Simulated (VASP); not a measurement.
# TaN (P6_3mc) in VASP: a series of runs

TaN is run at these levels: PBEsol; tasks: single point.

All numbers are computed with VASP 6.6.1; they aren't measurements. Logs are shortened: lines on timing, memory, paths and dates and some standing lists are left out, and cuts for length are marked.

## (1) The cell of the first run

It takes space group P6_3mc (No. 186, hexagonal). The conventional cell has a = 3.050 Å, b = 3.050 Å, c = 4.866 Å, α = 90.00°, β = 90.00°, γ = 120.00°. Within 2.5 Å of Ta (site symmetry 3m) lie 4 N at 1.85 to 1.87 Å. N (site symmetry 3m) has 4 Ta at 1.85 to 1.87 Å within 2.5 Å.

## (2) Single point, PBEsol (strain +0.000 along x and y, -0.015 along z)

INCAR reads:

```
  ALGO = Normal
  EDIFF = 1E-6
  ENCUT = 520
  GGA = PS
  ISIF = 2
  ISMEAR = 0
  LASPH = T
  LCHARG = T
  LELF = T
  LREAL = F
  LVHAR = T
  LWAVE = F
  NBANDS = 24
  NELM = 80
  PREC = Accurate
  SIGMA = 0.15
```

KPOINTS reads:

```
k-points
0
Gamma
  18 18 10
```

POSCAR reads:

```
TaN
1.0
    3.0500010905      0.0000000000      0.0000000000
   -1.5250005453      2.6413784260      0.0000000000
    0.0000000000      0.0000000000      4.8659000000
Ta N
2 2
Direct
    0.3333333333      0.6666666667      0.0000000000
    0.6666666667      0.3333333333      0.5000000000
    0.3333333333      0.6666666667      0.3850000000
    0.6666666667      0.3333333333      0.8850000000
```

Potentials or basis: VASP PAW PBE potentials, release 64 (Ta_pv, N).

Command:

```console
cat potpaw_PBE.64/Ta_pv/POTCAR potpaw_PBE.64/N/POTCAR > POTCAR
mpirun -np 1 vasp_std > vasp.out
```

OUTCAR:

```text
EDIFF = 1E-6
   ENCUT = 520
   GGA = PS
   ISIF = 2
   ISMEAR = 0
   LASPH = T
   LREAL = F
   NELM = 80
   PREC = Accurate

 ion  position               nearest neighbor table
   1  0.333  0.667  0.000-   4 1.85   4 1.85   4 1.85   3 1.87   2 3.00   2 3.00   2 3.00   2 3.00
                             2 3.00   2 3.00
   2  0.667  0.333  0.500-   3 1.85   3 1.85   3 1.85   4 1.87   1 3.00   1 3.00   1 3.00   1 3.00
                             1 3.00   1 3.00
   3  0.333  0.667  0.385-   2 1.85   2 1.85   2 1.85   1 1.87
   4  0.667  0.333  0.885-   1 1.85   1 1.85   1 1.85   2 1.87

  LATTYP: Found a hexagonal cell.
 ALAT       =     3.0500010905
 C/A-ratio  =     1.5953764788

  Lattice vectors:

 A1 = (   3.0500010905,   0.0000000000,   0.0000000000)
 A2 = (  -1.5250005453,   2.6413784260,   0.0000000000)
 A3 = (   0.0000000000,   0.0000000000,   4.8659000000)

Analysis of symmetry for initial positions (statically):
=====================================================================
 Subroutine PRICEL returns:
 Original cell was already a primitive cell.

 Routine SETGRP: Setting up the symmetry group for a
 hexagonal supercell.

 Subroutine GETGRP returns: Found 12 space group operations
 (whereof  6 operations were pure point group operations)
 out of a pool of 24 trial point group operations.

The static configuration has the point symmetry C_3v.
 The point group associated with its full space group is C_6v.

Analysis of symmetry for dynamics (positions and initial velocities):
=====================================================================
 Subroutine PRICEL returns:
 Original cell was already a primitive cell.

 Routine SETGRP: Setting up the symmetry group for a
 hexagonal supercell.

 Subroutine GETGRP returns: Found 12 space group operations
 (whereof  6 operations were pure point group operations)
 out of a pool of 24 trial point group operations.

The dynamic configuration has the point symmetry C_3v.
 The point group associated with its full space group is C_6v.

 Subroutine INISYM returns: Found 12 space group operations
 (whereof  6 operations are pure point group operations),
 and found     1 'primitive' translations

----------------------------------------------------------------------------------------

                                     Primitive cell

  volume of cell :      39.2007

  direct lattice vectors                    reciprocal lattice vectors
     3.050001090  0.000000000  0.000000000     0.327868735  0.189295103  0.000000000
    -1.525000545  2.641378426  0.000000000     0.000000000  0.378590205  0.000000000
     0.000000000  0.000000000  4.865900000     0.000000000  0.000000000  0.205511827

  length of vectors
     3.050001090  3.050001091  4.865900000     0.378590205  0.378590205  0.205511827

  position of ions in fractional coordinates (direct lattice)
     0.333333333  0.666666667  0.000000000
     0.666666667  0.333333333  0.500000000
     0.333333333  0.666666667  0.385000000
     0.666666667  0.333333333  0.885000000

  ion indices of the primitive-cell ions
   primitive index   ion index
                 1           1
                 2           2
                 3           3
                 4           4

----------------------------------------------------------------------------------------

 KPOINTS: k-points

Automatic generation of k-mesh.
 Grid dimensions read from file:
 generate k-points for:   18   18   10

 Generating k-lattice:

  Cartesian coordinates                     Fractional coordinates (reciprocal lattice)
     0.018214930  0.010516395  0.000000000     0.055555556  0.000000000  0.000000000
     0.000000000  0.021032789  0.000000000     0.000000000  0.055555556  0.000000000
     0.000000000  0.000000000  0.020551183     0.000000000  0.000000000  0.100000000

  Length of vectors
     0.021032789  0.021032789  0.020551183

  Shift w.r.t. Gamma in fractional coordinates (k-lattice)
     0.000000000  0.000000000  0.000000000

 Subroutine IBZKPT returns following result:
 ===========================================

 Found    222 irreducible k-points:

 Following reciprocal coordinates:
            Coordinates               Weight
  0.000000  0.000000  0.000000      1.000000
  0.055556  0.000000  0.000000      6.000000
  0.111111  0.000000  0.000000      6.000000
  0.166667  0.000000  0.000000      6.000000
  0.222222 -0.000000  0.000000      6.000000
  0.277778  0.000000  0.000000      6.000000
[... 16 lines left out ...]
  0.333333  0.111111  0.000000     12.000000
  0.388889  0.111111  0.000000     12.000000
 [... further k-points ...]
   k-points           NKPTS =    222   k-points in BZ     NKDIM =    222   number of bands    NBANDS=     24
   number of dos      NEDOS =    301   number of ions     NIONS =      4
   total plane-waves  NPLWV =  20736
   dimension x,y,z NGX =    24 NGY =   24 NGZ =   36
   dimension x,y,z NGXF=    48 NGYF=   48 NGZF=   72
   ions per type =               2   2
   NGX,Y,Z   is equivalent  to a cutoff of  13.08, 13.08, 12.30 a.u.
   NGXF,Y,Z  is equivalent  to a cutoff of  26.16, 26.16, 24.60 a.u.
 SYSTEM =  unknown system
   PREC   = accura    normal or accurate (medium, high low for compatibility)
   ISTART =      0    job   : 0-new  1-cont  2-samecut
   ICHARG =      2    charge: 1-file 2-atom 10-const
   ISPIN  =      1    spin polarized calculation?
   LNONCOLLINEAR =      F non collinear calculations
   LSORBIT =      F    spin-orbit coupling
   LASPH  =      T    aspherical Exc in radial PAW
   ENCUT  =  520.0 eV  38.22 Ry    6.18 a.u.   5.67  5.67  9.05*2*pi/ulx,y,z
   NELM   =     80;   NELMIN=  2; NELMDL= -5     # of ELM steps
   EDIFF  = 0.1E-05   stopping-criterion for ELM
   LREAL  =      F    real-space projection
   EDIFFG = 0.1E-04   stopping-criterion for IOM
   NSW    =      0    number of steps for IOM
   IBRION =     -1    ionic relax: 0-MD 1-quasi-New 2-CG
   NFREE  =      0    steps in history (QN), initial steepest desc. (CG)
   ISIF   =      2    stress and relaxation
   ISYM   =      2    0-nonsym 1-usesym 2-fastsym
   POTIM  = 0.5000    time-step for ionic-motion
   TEBEG  =    0.0;   TEEND  =   0.0 temperature during run
   PSTRESS=    0.0 pullay stress
   NELECT =      32.0000    total number of electrons
   NUPDOWN=      -1.0000    fix difference up-down
   EMIN   =  10.00;   EMAX   =-10.00  energy-range for DOS
   EFERMI =   0.00;   METHOD = LEGACY
   ISMEAR =     0;   SIGMA  =   0.15  broadening in eV -4-tet -1-fermi 0-gaus
   EFERMI_NEDOS =   21; number of points for ismear=-14 and -15
   IALGO  =     38    algorithm
   IMIX   =      4    mixing-type and parameters
     AMIX     =   0.40;   BMIX     =  1.00
     AMIX_MAG =   1.60;   BMIX_MAG =  1.00
  volume/ion in A,a.u.               =       9.80        66.13
  Fermi-wavevector in a.u.,A,eV,Ry     =   1.530007  2.891295 31.850190  2.340923
  Thomas-Fermi vector in A             =   2.637550
   LORBIT       =      0    0 simple, 1 ext, 2 COOP (PROOUT), +10 PAW based schemes
   GGA     = PS    functional components
   LHFCALC =     F    Hartree Fock is set to
   AEXX    =    0.0000 exact exchange contribution
   IVDW    =     0    specifies the selected vdW correction
   LEPSILON=     F    determine dielectric tensor
   LRPA    =     F    only Hartree local field effects (RPA)
 non-spin polarized calculation
 Gauss-broadening in eV      SIGMA  =   0.15
  energy-cutoff  :      520.00
  volume of cell :       39.20
 maximum number of plane-waves:      1087
 NGX is ok and might be reduce to    24
   NGX = 11   NGY = 11   NGZ = 19

 number of electron      32.0000002 magnetization

 Free energy of the ion-electron system (eV)
  ---------------------------------------------------
  ext. energy  EPLUGINS =         0.00000000
  ---------------------------------------------------
  free energy    TOTEN  =       -40.38588417 eV

  energy without entropy =      -40.36995767  energy(sigma->0) =      -40.37792092

 E-fermi :   9.7745     XC(G=0): -13.7808

 val. band max:        9.7681785744   @ k =   0.1111   0.1111   0.4000
 cond. band min:       9.7748272849   @ k =   0.3889   0.1667   0.2000
 fundamental gap:      0.0066487105
 Fermi energy:         9.7744991022

 k-point     1 :       0.0000    0.0000    0.0000
  band No.  band energies     occupation
      1     -26.3772      2.00000
      2     -25.1710      2.00000
      3     -25.1710      2.00000
      4     -24.9515      2.00000
      5     -24.9515      2.00000
      6     -24.8932      2.00000
[... 16 lines left out ...]
     23      16.5900      0.00000
     24      16.5900      0.00000

 k-point     2 :       0.0556    0.0000    0.0000
  band No.  band energies     occupation
      1     -26.3653      2.00000
      2     -25.2041      2.00000
      3     -25.1808      2.00000
      4     -24.9899      2.00000
      5     -24.9567      2.00000
      6     -24.8992      2.00000
[... 16 lines left out ...]
     23      16.5815      0.00000
     24      16.6848      0.00000

 k-point     3 :       0.1111    0.0000    0.0000
  band No.  band energies     occupation
      1     -26.3307      2.00000
      2     -25.2982      2.00000
      3     -25.2089      2.00000
      4     -25.0983      2.00000
      5     -24.9718      2.00000
      6     -24.9174      2.00000
[... 16 lines left out ...]
     23      16.5592      0.00000
     24      17.0973      0.00000

 k-point     4 :       0.1667    0.0000    0.0000
  band No.  band energies     occupation
      1     -26.2769      2.00000
      2     -25.4387      2.00000
      3     -25.2583      2.00000
      4     -25.2509      2.00000
      5     -24.9955      2.00000
      6     -24.9478      2.00000
[... 16 lines left out ...]
     23      16.5160      0.00000
     24      17.9543      0.00000

 k-point     5 :       0.2222   -0.0000    0.0000
  band No.  band energies     occupation
      1     -26.2112      2.00000
      2     -25.6030      2.00000
      3     -25.4447      2.00000
      4     -25.3011      2.00000
      5     -25.0253      2.00000
      6     -24.9903      2.00000
[... 16 lines left out ...]
     23      16.9948      0.00000
     24      18.2201      0.00000

 k-point     6 :       0.2778    0.0000    0.0000
  band No.  band energies     occupation
      1     -26.1513      2.00000
      2     -25.7591      2.00000
      3     -25.6293      2.00000
      4     -25.3531      2.00000
      5     -25.0577      2.00000
      6     -25.0440      2.00000
[... 16 lines left out ...]
     23      17.1777      0.00000
     24      17.7633      0.00000
[... 379 lines left out ...]
 k-point    21 :       0.2222    0.1111    0.0000
  band No.  band energies     occupation
      1     -26.1298      2.00000
      2     -25.7580      2.00000
      3     -25.6831      2.00000
      4     -25.3829      2.00000
      5     -25.1125      2.00000
      6     -25.0615      2.00000
[... 16 lines left out ...]
     23      16.9139      0.00000
     24      18.0580      0.00000

 k-point    22 :       0.2778    0.1111    0.0000
  band No.  band energies     occupation
      1     -26.1208      2.00000
      2     -25.8765      2.00000
      3     -25.7637      2.00000
      4     -25.4498      2.00000
      5     -25.1530      2.00000
      6     -25.1233      2.00000
[... 16 lines left out ...]
     23      16.7500      0.00000
     24      18.2108      0.00000

 k-point    23 :       0.3333    0.1111    0.0000
  band No.  band energies     occupation
      1     -26.1746      2.00000
      2     -25.9676      2.00000
      3     -25.7554      2.00000
      4     -25.5010      2.00000
      5     -25.1968      2.00000
      6     -25.1781      2.00000
[... 16 lines left out ...]
     23      16.6626      0.00000
     24      17.6297      0.00000

 k-point    24 :       0.3889    0.1111    0.0000
  band No.  band energies     occupation
      1     -26.2325      2.00000
      2     -26.0281      2.00000
      3     -25.7135      2.00000
      4     -25.5295      2.00000
      5     -25.2517      2.00000
      6     -25.2021      2.00000
[... 16 lines left out ...]
     23      16.5564      0.00000
     24      17.1634      0.00000

 [... further k-points ...]
[... 5 lines left out ...]
  --------------------------------------------------------------------------------------
  -------------------------------------------------------------------------------------
  Total       35.7336278     35.7336278     31.0911873     -0.0000000      0.0000000      0.0000000
  in kB     1460.4742090   1460.4742091   1270.7323598     -0.0000000      0.0000000      0.0000000
  external PRESSURE =    1397.2269260 kB  Pullay stress =       0.0000000 kB

 VOLUME and BASIS-vectors are now :
 -----------------------------------------------------------------------------
  energy-cutoff  :      520.00
  volume of cell :       39.20
      direct lattice vectors                 reciprocal lattice vectors
     3.050001090  0.000000000  0.000000000     0.327868735  0.189295103  0.000000000
    -1.525000545  2.641378426  0.000000000     0.000000000  0.378590205  0.000000000
     0.000000000  0.000000000  4.865900000     0.000000000  0.000000000  0.205511827

 POSITION                                       TOTAL-FORCE (eV/Angst)
 -----------------------------------------------------------------------------------
     -0.00000      1.76092      0.00000         0.000000      0.000000      1.568926
      1.52500      0.88046      2.43295         0.000000     -0.000000      1.568926
     -0.00000      1.76092      1.87337        -0.000000     -0.000000     -1.568926
      1.52500      0.88046      4.30632         0.000000     -0.000000     -1.568926
 -----------------------------------------------------------------------------------
    total drift:                               -0.000000      0.000000      0.000568

  FREE ENERGIE OF THE ION-ELECTRON SYSTEM (eV)
  ---------------------------------------------------
  free  energy   TOTEN  =       -40.3858841748 eV

  energy  without entropy=      -40.3699576737  energy(sigma->0) =      -40.37792092
```

Wall time 99 s (1 thread of AMD EPYC 9R45 (Zen 5), shared host); peak memory 0.26 GiB.

Results:

```yaml
Free_energy: -40.3859 eV
Pressure: 139.7 GPa
Largest_force: 1.569 eV/Å
Band_gap_on_the_k_mesh: zero (band 16 reaches 10.98 eV, above the bottom of band 17 at 8.09 eV)
```

Forces in eV/Å, atoms in the order of the input:
```
Ta   0.000  0.000  1.569
Ta   0.000  0.000  1.569
N    0.000  0.000 -1.569
N    0.000  0.000 -1.569
```

Caveat: the cell differs from its parent crystal (strain +0.000 along x and y, -0.015 along z); the PAW data sets were made with another functional, which shifts forces and pressure a little; spin-orbit coupling is left out, which moves the levels of the heavy elements.

## (3) Single point, PBEsol (strain -0.015 along x and y, +0.030 along z)

INCAR reads:

```
SYSTEM = TaN
PREC = Accurate
ENCUT = 520
EDIFF = 1E-6
ISMEAR = 0
SIGMA = 0.15
LREAL = .False.
LASPH = .True.
NELM = 60
ALGO = Normal
ISIF = 2
LWAVE = .False.
LCHARG = .False.
GGA = PS
NBANDS = 24
```

KPOINTS reads:

```
Automatic mesh
0
Gamma
  18 18 10
  0 0 0
```

POSCAR reads:

```
TaN
1.0
    3.0042510742      0.0000000000      0.0000000000
   -1.5021255371      2.6017577496      0.0000000000
    0.0000000000      0.0000000000      5.0882000000
Ta N
2 2
Direct
    0.3333333333      0.6666666667      0.0000000000
    0.6666666667      0.3333333333      0.5000000000
    0.3333333333      0.6666666667      0.3850000000
    0.6666666667      0.3333333333      0.8850000000
```

Potentials or basis: VASP PAW PBE potentials, release 64 (Ta_pv, N).

Command:

```console
cat potpaw_PBE.64/Ta_pv/POTCAR potpaw_PBE.64/N/POTCAR > POTCAR
mpirun -np 1 vasp_std > vasp.out
```

Run time: 1.7 min. Hardware: 1 thread of AMD EPYC 9R45 (Zen 5), shared host; peak memory 0.27 GiB.

The run converged. Its results:

```
Free energy            : -40.5287 eV
Pressure               : 133.5 GPa
Largest force          : 4.557 eV/Å
Band gap on the k mesh : zero (band 16 reaches 10.82 eV, above the bottom of band 17 at 7.89 eV)
```

Forces on the atoms (eV/Å):
```
Ta   0.000  0.000  4.557
Ta   0.000  0.000  4.557
N    0.000  0.000 -4.557
N    0.000  0.000 -4.557
```

Stress tensor (GPa, compression positive):
```
150.08   0.00   0.00
  0.00 150.08   0.00
  0.00   0.00 100.42
```

Levels at points of the mesh, in eV from the Fermi level:
```
           k point  band 12  band 13  band 14  band 15  band 16  band 17  band 18  band 19  band 20  band 21
(0.00, 0.00, 0.00)    -7.93    -7.93    -7.84    -0.51    -0.51    -0.29     2.48     2.72     2.72     4.68
(0.50, 0.00, 0.00)    -6.44    -6.03    -5.17    -2.33    -1.12     0.67     1.79     2.03     3.86     4.43
(0.00, 0.00, 0.50)    -8.42    -8.42    -8.42     1.26     1.26     1.26     1.26     2.00     2.00     6.39
(0.50, 0.00, 0.50)    -6.37    -6.32    -6.32    -0.58    -0.58     2.22     2.22     2.50     2.50     4.67
```

Caveat: the cell differs from its parent crystal (strain -0.015 along x and y, +0.030 along z); the PAW data sets were made with another functional, which shifts forces and pressure a little; spin-orbit coupling is left out, which moves the levels of the heavy elements.
